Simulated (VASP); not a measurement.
## SrCl2: single point with PBE

The system is SrCl2.

```
CELL_PARAMETERS angstrom
0.00000 3.49765 3.49765
3.49765 0.00000 3.49765
3.49765 3.49765 0.00000
ATOMIC_POSITIONS crystal
Sr 0.00000 0.00000 0.00000
Cl 0.25000 0.25000 0.25000
Cl 0.75000 0.75000 0.75000
```

```yaml
Program: VASP 6.6.1
Task: single point
Functional: PBE
Potentials_or_basis: VASP PAW PBE potentials, release 64 (Sr_sv, Cl)
Cutoff: 520 eV
k_mesh: 6 × 6 × 6
Occupations: gaussian, width 0.01 eV
Spin: no spin polarisation
```

```
Pressure               : 0.8 GPa
Band gap on the k mesh : 5.31 eV, indirect (least direct gap 5.51 eV)
```

Levels at points of the mesh, in eV from the valence-band top:
```
           k point  band 10  band 11  band 12  band 13  band 14  band 15
(0.00, 0.00, 0.00)    -0.33    -0.33    -0.33     5.31     6.10     6.10
(0.50, 0.00, 0.00)    -1.30    -1.04    -1.04     6.70     6.70     7.48
(0.50, 0.50, 0.00)    -0.40    -0.40     0.00     5.51     7.02     7.58
```

It took 21 s on 1 thread of Intel(R) Xeon(R) Platinum 8559C (Emerald Rapids), on a shared host, peak memory 0.24 GiB.

A k mesh can miss the band edges.
